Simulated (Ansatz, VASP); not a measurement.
## AlN: VASP beside Ansatz

INCAR

```
SYSTEM = AlN
PREC = Accurate
ENCUT = 520
EDIFF = 1E-6
ISMEAR = 0
SIGMA = 0.05
LREAL = .FALSE.
LASPH = .TRUE.
NELM = 100
ALGO = Normal
ISIF = 2
LWAVE = .FALSE.
LCHARG = .TRUE.
LELF = .TRUE.
LVHAR = .TRUE.
NBANDS = 16
```

KPOINTS

```
regular mesh
0
G
  9 9 6
  0 0 0
```

File POSCAR:

```
AlN
1.0
    3.0887424016      0.0000000000      0.0000000000
   -1.5443712008      2.6749293856      0.0000000000
    0.0000000000      0.0000000000      4.9437688231
Al N
2 2
Direct
    0.3269032571      0.6538065141      0.0015212672
    0.6730967429      0.3461934859      0.5015212672
    0.3390710977      0.6781421955      0.3834787328
    0.6609289023      0.3218578045      0.8834787328
```

Input for Ansatz:

```yaml
crystal:
  lattice:
    - [3.0887424016, 0.0, 0.0]
    - [-1.5443712008, 2.6749293856, 0.0]
    - [0.0, 0.0, 4.9437688231]
  atoms:
    - { symbol: Al, position: [0.3269032571, 0.6538065141, 0.0015212672] }
    - { symbol: Al, position: [0.6730967429, 0.3461934859, 0.5015212672] }
    - { symbol: "N", position: [0.3390710977, 0.6781421955, 0.3834787328] }
    - { symbol: "N", position: [0.6609289023, 0.3218578045, 0.8834787328] }
basis:
  ecutwfc: 520.0
kpoints:
  mp_grid: { grid: [9, 9, 6] }
hamiltonian:
  xc: lda
scf:
  occupations: { method: gaussian, width: 0.05 }
output:
  forces: true
  stress: true
  eigenvalues: true
```

Change from the starting cell: mode 5 frozen in at -0.034 Å, equal normal strain along x, y and z +0.0000.

Alike in both runs: task single point; functional LDA; k mesh 9 × 9 × 6; occupations gaussian, width 0.05 eV; no spin polarisation.

|  | VASP | Ansatz |
| --- | --- | --- |
| version | VASP 6.6.1 | Ansatz 0.2.0 |
| potentials or method | VASP PAW LDA potentials, release 64 (Al, N), cutoff 520 eV | scalar-relativistic, plane waves, PAW |
| valence electrons in the cell | 16 | 16 |

```tsv
	VASP	Ansatz	Ansatz less VASP
gap on the k mesh at the Fermi level (eV)	4.41	4.40	-0.005
least direct gap on the mesh (eV)	4.41	4.40	-0.005
pressure (GPa)	0.6	0.0	-0.59
traceless stress, the component that is largest in VASP (GPa)	-0.04	-0.06	-0.019
rms of the force components (eV/Å)	0.086	0.087	+0.0001
```

LDA's correlation is that of Perdew and Zunger in VASP and of Perdew and Wang (1992) in Ansatz. Atom by atom the forces differ by 0.001 eV/Å (rms over components).
